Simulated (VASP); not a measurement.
# InSb3 (P4/mmm) in VASP: a series of runs

The runs below take InSb3 through single point, with PBEsol.

Everything below comes from runs of VASP 6.6.1. Logs are shortened: lines on timing, memory, paths and dates and some standing lists are left out, and cuts for length are marked.

## 1. The cell of the first run

Symmetry: P4/mmm, No. 123, tetragonal system. The conventional cell has a = 4.581 Å, b = 4.581 Å, c = 5.172 Å, α = 90.00°, β = 90.00°, γ = 90.00°. Within 4.3 Å of In (site symmetry 4/mmm) lie 12 Sb at 3.24 to 3.45 Å. Sb (site symmetry mmm) has 8 Sb at 3.24 to 3.45 Å and 4 In at 3.45 Å within 4.3 Å. Sb (site symmetry 4/mmm) has 4 In at 3.24 Å and 8 Sb at 3.45 Å within 4.3 Å.

## 2. Single point, PBEsol (volume 27.135 Å^3 an atom, c/a of the conventional cell 1.1290)

Contents of INCAR:

```
SYSTEM = InSb3
PREC = Accurate ; ENCUT = 520
EDIFF = 1E-6 ; ISMEAR = 0
SIGMA = 0.15 ; LREAL = .False.
LASPH = .True. ; NELM = 60
ALGO = Normal ; ISIF = 2
LWAVE = .False. ; LCHARG = .False.
GGA = PS ; NBANDS = 22
```

Contents of KPOINTS:

```
Automatic mesh
0
Gamma
  10 10 10
  0 0 0
```

Contents of POSCAR:

```
InSb3
1.0
    4.5810527410      0.0000000000      0.0000000000
    0.0000000000      4.5810527410      0.0000000000
    0.0000000000      0.0000000000      5.1720085446
In Sb
1 3
Direct
    0.0000000000      0.0000000000      0.0000000000
    0.5000000000      0.0000000000      0.5000000000
    0.0000000000      0.5000000000      0.5000000000
    0.5000000000      0.5000000000      0.0000000000
```

Potentials or basis: VASP PAW PBE potentials, release 64 (In_d, Sb).

On the command line:

```
$ cat potpaw_PBE.64/In_d/POTCAR potpaw_PBE.64/Sb/POTCAR > POTCAR
$ mpirun -np 1 vasp_std > vasp.out
```

OUTCAR:

```text
SYSTEM = InSb3
   PREC = Accurate
   ENCUT = 520
   EDIFF = 1E-6
   ISMEAR = 0
   LREAL = .False.
   LASPH = .True.
   NELM = 60
   ISIF = 2
   GGA = PS

 ion  position               nearest neighbor table
   1  0.000  0.000  0.000-   4 3.24   4 3.24   4 3.24   4 3.24   3 3.45   3 3.45   3 3.45   3 3.45
                             2 3.45   2 3.45   2 3.45   2 3.45
   2  0.500  0.000  0.500-   3 3.24   3 3.24   3 3.24   3 3.24   4 3.45   1 3.45   4 3.45   4 3.45
                             1 3.45   4 3.45   1 3.45   1 3.45
   3  0.000  0.500  0.500-   2 3.24   2 3.24   2 3.24   2 3.24   4 3.45   1 3.45   1 3.45   1 3.45
                             4 3.45   4 3.45   4 3.45   1 3.45
   4  0.500  0.500  0.000-   1 3.24   1 3.24   1 3.24   1 3.24   3 3.45   2 3.45   2 3.45   2 3.45
                             3 3.45   3 3.45   3 3.45   2 3.45

  LATTYP: Found a simple tetragonal cell.
 ALAT       =     4.5810527410
 C/A-ratio  =     1.1290000000

  Lattice vectors:

 A1 = (   4.5810527410,   0.0000000000,   0.0000000000)
 A2 = (   0.0000000000,   4.5810527410,   0.0000000000)
 A3 = (   0.0000000000,   0.0000000000,   5.1720085446)

Analysis of symmetry for initial positions (statically):
=====================================================================
 Subroutine PRICEL returns:
 Original cell was already a primitive cell.

 Routine SETGRP: Setting up the symmetry group for a
 simple tetragonal supercell.

 Subroutine GETGRP returns: Found 16 space group operations
 (whereof 16 operations were pure point group operations)
 out of a pool of 16 trial point group operations.

The static configuration has the point symmetry D_4h.

Analysis of symmetry for dynamics (positions and initial velocities):
=====================================================================
 Subroutine PRICEL returns:
 Original cell was already a primitive cell.

 Routine SETGRP: Setting up the symmetry group for a
 simple tetragonal supercell.

 Subroutine GETGRP returns: Found 16 space group operations
 (whereof 16 operations were pure point group operations)
 out of a pool of 16 trial point group operations.

The dynamic configuration has the point symmetry D_4h.

 Subroutine INISYM returns: Found 16 space group operations
 (whereof 16 operations are pure point group operations),
 and found     1 'primitive' translations

----------------------------------------------------------------------------------------

                                     Primitive cell

  volume of cell :     108.5400

  direct lattice vectors                    reciprocal lattice vectors
     4.581052741  0.000000000  0.000000000     0.218290436  0.000000000  0.000000000
     0.000000000  4.581052741  0.000000000     0.000000000  0.218290436  0.000000000
     0.000000000  0.000000000  5.172008545     0.000000000  0.000000000  0.193348482

  length of vectors
     4.581052741  4.581052741  5.172008545     0.218290436  0.218290436  0.193348482

  position of ions in fractional coordinates (direct lattice)
     0.000000000  0.000000000  0.000000000
     0.500000000  0.000000000  0.500000000
     0.000000000  0.500000000  0.500000000
     0.500000000  0.500000000  0.000000000

  ion indices of the primitive-cell ions
   primitive index   ion index
                 1           1
                 2           2
                 3           3
                 4           4

----------------------------------------------------------------------------------------

 KPOINTS: Automatic mesh

Automatic generation of k-mesh.
 Grid dimensions read from file:
 generate k-points for:   10   10   10

 Generating k-lattice:

  Cartesian coordinates                     Fractional coordinates (reciprocal lattice)
     0.021829044  0.000000000  0.000000000     0.100000000  0.000000000  0.000000000
     0.000000000  0.021829044  0.000000000     0.000000000  0.100000000  0.000000000
     0.000000000  0.000000000  0.019334848     0.000000000  0.000000000  0.100000000

  Length of vectors
     0.021829044  0.021829044  0.019334848

  Shift w.r.t. Gamma in fractional coordinates (k-lattice)
     0.000000000  0.000000000  0.000000000

 Subroutine IBZKPT returns following result:
 ===========================================

 Found    126 irreducible k-points:

 Following reciprocal coordinates:
            Coordinates               Weight
  0.000000  0.000000  0.000000      1.000000
  0.100000  0.000000  0.000000      4.000000
  0.200000  0.000000  0.000000      4.000000
  0.300000  0.000000  0.000000      4.000000
  0.400000  0.000000  0.000000      4.000000
  0.500000  0.000000  0.000000      2.000000
[... 16 lines left out ...]
  0.100000  0.000000  0.100000      8.000000
  0.200000  0.000000  0.100000      8.000000
 [... further k-points ...]
   k-points           NKPTS =    126   k-points in BZ     NKDIM =    126   number of bands    NBANDS=     22
   number of dos      NEDOS =    301   number of ions     NIONS =      4
   total plane-waves  NPLWV =  51840
   dimension x,y,z NGX =    36 NGY =   36 NGZ =   40
   dimension x,y,z NGXF=    72 NGYF=   72 NGZF=   80
   ions per type =               1   3
   NGX,Y,Z   is equivalent  to a cutoff of  13.06, 13.06, 12.86 a.u.
   NGXF,Y,Z  is equivalent  to a cutoff of  26.13, 26.13, 25.71 a.u.
 SYSTEM =  InSb3
   PREC   = accura    normal or accurate (medium, high low for compatibility)
   ISTART =      0    job   : 0-new  1-cont  2-samecut
   ICHARG =      2    charge: 1-file 2-atom 10-const
   ISPIN  =      1    spin polarized calculation?
   LNONCOLLINEAR =      F non collinear calculations
   LSORBIT =      F    spin-orbit coupling
   LASPH  =      T    aspherical Exc in radial PAW
   ENCUT  =  520.0 eV  38.22 Ry    6.18 a.u.   8.52  8.52  9.62*2*pi/ulx,y,z
   NELM   =     60;   NELMIN=  2; NELMDL= -5     # of ELM steps
   EDIFF  = 0.1E-05   stopping-criterion for ELM
   LREAL  =      F    real-space projection
   EDIFFG = 0.1E-04   stopping-criterion for IOM
   NSW    =      0    number of steps for IOM
   IBRION =     -1    ionic relax: 0-MD 1-quasi-New 2-CG
   NFREE  =      0    steps in history (QN), initial steepest desc. (CG)
   ISIF   =      2    stress and relaxation
   ISYM   =      2    0-nonsym 1-usesym 2-fastsym
   POTIM  = 0.5000    time-step for ionic-motion
   TEBEG  =    0.0;   TEEND  =   0.0 temperature during run
   PSTRESS=    0.0 pullay stress
   NELECT =      28.0000    total number of electrons
   NUPDOWN=      -1.0000    fix difference up-down
   EMIN   =  10.00;   EMAX   =-10.00  energy-range for DOS
   EFERMI =   0.00;   METHOD = LEGACY
   ISMEAR =     0;   SIGMA  =   0.15  broadening in eV -4-tet -1-fermi 0-gaus
   EFERMI_NEDOS =   21; number of points for ismear=-14 and -15
   IALGO  =     38    algorithm
   IMIX   =      4    mixing-type and parameters
     AMIX     =   0.40;   BMIX     =  1.00
     AMIX_MAG =   1.60;   BMIX_MAG =  1.00
  volume/ion in A,a.u.               =      27.14       183.12
  Fermi-wavevector in a.u.,A,eV,Ry     =   1.042152  1.969381 14.777015  1.086080
  Thomas-Fermi vector in A             =   2.176804
   LORBIT       =      0    0 simple, 1 ext, 2 COOP (PROOUT), +10 PAW based schemes
   GGA     = PS    functional components
   LHFCALC =     F    Hartree Fock is set to
   AEXX    =    0.0000 exact exchange contribution
   IVDW    =     0    specifies the selected vdW correction
   LEPSILON=     F    determine dielectric tensor
   LRPA    =     F    only Hartree local field effects (RPA)
 non-spin polarized calculation
 Gauss-broadening in eV      SIGMA  =   0.15
  energy-cutoff  :      520.00
  volume of cell :      108.54
 maximum number of plane-waves:      2947
 NGX is ok and might be reduce to    36
   NGX = 17   NGY = 17   NGZ = 19

 number of electron      27.9999990 magnetization

 Free energy of the ion-electron system (eV)
  ---------------------------------------------------
  ext. energy  EPLUGINS =         0.00000000
  ---------------------------------------------------
  free energy    TOTEN  =       -16.05411167 eV

  energy without entropy =      -16.03231887  energy(sigma->0) =      -16.04321527

 E-fermi :   7.9010     XC(G=0): -10.2766

 val. band max:        7.8949302427   @ k =   0.4000   0.3000   0.3000
 cond. band min:       7.9064263659   @ k =   0.2000   0.2000   0.5000
 fundamental gap:      0.0114961232
 Fermi energy:         7.9010016295

 k-point     1 :       0.0000    0.0000    0.0000
  band No.  band energies     occupation
      1      -6.5060      2.00000
      2      -6.4729      2.00000
      3      -6.4671      2.00000
      4      -6.4671      2.00000
      5      -6.4666      2.00000
      6      -4.3959      2.00000
[... 14 lines left out ...]
     21      12.9049      0.00000
     22      12.9049      0.00000

 k-point     2 :       0.1000    0.0000    0.0000
  band No.  band energies     occupation
      1      -6.5044      2.00000
      2      -6.4711      2.00000
      3      -6.4686      2.00000
      4      -6.4685      2.00000
      5      -6.4670      2.00000
      6      -4.3275      2.00000
[... 14 lines left out ...]
     21      12.9589      0.00000
     22      13.4094      0.00000

 k-point     3 :       0.2000    0.0000    0.0000
  band No.  band energies     occupation
      1      -6.5005      2.00000
      2      -6.4736      2.00000
      3      -6.4724      2.00000
      4      -6.4669      2.00000
      5      -6.4664      2.00000
      6      -4.1236      2.00000
[... 14 lines left out ...]
     21      13.5557      0.00000
     22      13.5648      0.00000
[... 476 lines left out ...]
 k-point    23 :       0.1000    0.0000    0.1000
  band No.  band energies     occupation
      1      -6.5034      2.00000
      2      -6.4709      2.00000
      3      -6.4693      2.00000
      4      -6.4685      2.00000
      5      -6.4677      2.00000
      6      -4.2762      2.00000
[... 14 lines left out ...]
     21      13.2665      0.00000
     22      13.6150      0.00000

 k-point    24 :       0.2000    0.0000    0.1000
  band No.  band energies     occupation
      1      -6.4994      2.00000
      2      -6.4736      2.00000
      3      -6.4736      2.00000
      4      -6.4675      2.00000
      5      -6.4661      2.00000
      6      -4.0721      2.00000
[... 14 lines left out ...]
     21      13.2321      0.00000
     22      13.4004      0.00000

 [... further k-points ...]

------------------------ aborting loop because EDIFF is reached ----------------------------------------

  FORCE on cell =-STRESS in cart. coord.  units (eV):
  Direction    XX          YY          ZZ          XY          YZ          ZX
  --------------------------------------------------------------------------------------
  -------------------------------------------------------------------------------------
  Total       -0.9942924     -0.9942924     -0.9900554      0.0000000     -0.0000000      0.0000000
  in kB      -14.6769179    -14.6769179    -14.6143760      0.0000000     -0.0000000      0.0000000
  external PRESSURE =     -14.6560706 kB  Pullay stress =       0.0000000 kB

 VOLUME and BASIS-vectors are now :
 -----------------------------------------------------------------------------
  energy-cutoff  :      520.00
  volume of cell :      108.54
      direct lattice vectors                 reciprocal lattice vectors
     4.581052741  0.000000000  0.000000000     0.218290436  0.000000000  0.000000000
     0.000000000  4.581052741  0.000000000     0.000000000  0.218290436  0.000000000
     0.000000000  0.000000000  5.172008545     0.000000000  0.000000000  0.193348482

 POSITION                                       TOTAL-FORCE (eV/Angst)
 -----------------------------------------------------------------------------------
      0.00000      0.00000      0.00000         0.000000      0.000000      0.000000
      2.29053      0.00000      2.58600         0.000000      0.000000      0.000000
      0.00000      2.29053      2.58600         0.000000      0.000000      0.000000
      2.29053      2.29053      0.00000         0.000000      0.000000      0.000000
 -----------------------------------------------------------------------------------
    total drift:                                0.000000     -0.000000     -0.000000

  FREE ENERGIE OF THE ION-ELECTRON SYSTEM (eV)
  ---------------------------------------------------
  free  energy   TOTEN  =       -16.0541116702 eV

  energy  without entropy=      -16.0323188657  energy(sigma->0) =      -16.04321527
```

It took 92 s on 1 thread of Intel Xeon Platinum 8559C (Emerald Rapids), shared host; peak memory 0.41 GiB.

What came out:

* Free energy: -16.0541 eV
* Pressure: -1.5 GPa
* Band gap on the k mesh: zero (band 14 reaches 10.46 eV, above the bottom of band 15 at 6.55 eV)

Levels at points of the mesh, in eV from the Fermi level:
```
           k point  band 12  band 13  band 14  band 15  band 16  band 17
(0.00, 0.00, 0.00)    -3.37     0.13     0.13     0.58     1.79     2.38
(0.50, 0.00, 0.00)    -2.36    -1.66    -1.07    -0.85     1.70     2.34
(0.50, 0.50, 0.00)    -2.37    -1.60    -1.43    -1.35    -1.35     0.63
(0.00, 0.00, 0.50)    -2.00    -2.00    -0.59    -0.55     1.01     1.76
(0.50, 0.00, 0.50)    -1.15    -1.13    -0.95    -0.77     0.20     1.39
(0.50, 0.50, 0.50)    -4.95    -4.76     2.56     2.91     2.91     4.68
```

Caveat: the PAW data sets were made with another functional, which shifts forces and pressure a little; spin-orbit coupling is left out, which moves the levels of the heavy elements.

## 3. Single point, PBEsol (volume 27.840 Å^3 an atom, c/a of the conventional cell 1.0625)

Contents of INCAR:

```
SYSTEM = InSb3
PREC     = Accurate       ! precision mode
ENCUT    = 520            ! plane-wave cutoff, eV
EDIFF    = 1E-6           ! SCF threshold, eV
ISMEAR   = 0              ! smearing method
SIGMA    = 0.15           ! smearing width, eV
LREAL    = .False.        ! projectors in reciprocal space
LASPH    = .True.         ! aspherical terms in the spheres
NELM     = 60             ! most SCF steps
ALGO     = Normal         ! electronic algorithm
ISIF     = 2              ! what is computed and relaxed
LWAVE    = .False.        ! write WAVECAR
LCHARG   = .False.        ! write CHGCAR
GGA      = PS             ! functional
NBANDS   = 22             ! bands
```

KPOINTS is that of step 2.

Contents of POSCAR:

```
InSb3
1.0
    4.7148378485      0.0000000000      0.0000000000
    0.0000000000      4.7148378485      0.0000000000
    0.0000000000      0.0000000000      5.0095152140
In Sb
1 3
Direct
    0.0000000000      0.0000000000      0.0000000000
    0.5000000000      0.0000000000      0.5000000000
    0.0000000000      0.5000000000      0.5000000000
    0.5000000000      0.5000000000      0.0000000000
```

Potentials or basis: VASP PAW PBE potentials, release 64 (In_d, Sb).

On the command line:

```
$ cat potpaw_PBE.64/In_d/POTCAR potpaw_PBE.64/Sb/POTCAR > POTCAR
$ mpirun -np 1 vasp_std > vasp.out
```

Run time: 88 s. Hardware: 1 thread of Intel Xeon Platinum 8559C (Emerald Rapids), shared host; peak memory 0.42 GiB.

The run converged. Its results:

```yaml
Free_energy: -16.0194 eV
Pressure: -2.7 GPa
Band_gap_on_the_k_mesh: zero (band 14 reaches 10.61 eV, above the bottom of band 15 at 6.39 eV)
```

Stress tensor (GPa, compression positive):
```
-2.69  0.00  0.00
 0.00 -2.69  0.00
 0.00  0.00 -2.85
```

Levels at points of the mesh, in eV from the Fermi level:
| k point | band 11 | band 12 | band 13 | band 14 | band 15 | band 16 | band 17 | band 18 |
| --- | --- | --- | --- | --- | --- | --- | --- | --- |
| (0.00, 0.00, 0.00) | -4.08 | -3.52 | 0.36 | 0.36 | 0.49 | 1.73 | 1.94 | 1.94 |
| (0.50, 0.00, 0.00) | -2.59 | -2.28 | -1.83 | -1.12 | -0.87 | 1.89 | 2.21 | 2.22 |
| (0.50, 0.50, 0.00) | -1.98 | -1.98 | -1.46 | -1.21 | -1.21 | -0.96 | 0.85 | 3.82 |
| (0.00, 0.00, 0.50) | -2.88 | -2.01 | -2.01 | -0.81 | -0.67 | 1.53 | 2.12 | 2.53 |
| (0.50, 0.00, 0.50) | -1.40 | -1.40 | -1.22 | -1.00 | -0.92 | -0.15 | 1.23 | 2.94 |
| (0.50, 0.50, 0.50) | -4.88 | -4.88 | -4.75 | 3.01 | 3.27 | 3.27 | 3.99 | 4.07 |

Caveat: the PAW data sets were made with another functional, which shifts forces and pressure a little; spin-orbit coupling is left out, which moves the levels of the heavy elements.

(Part 1 of 2 ends here.)
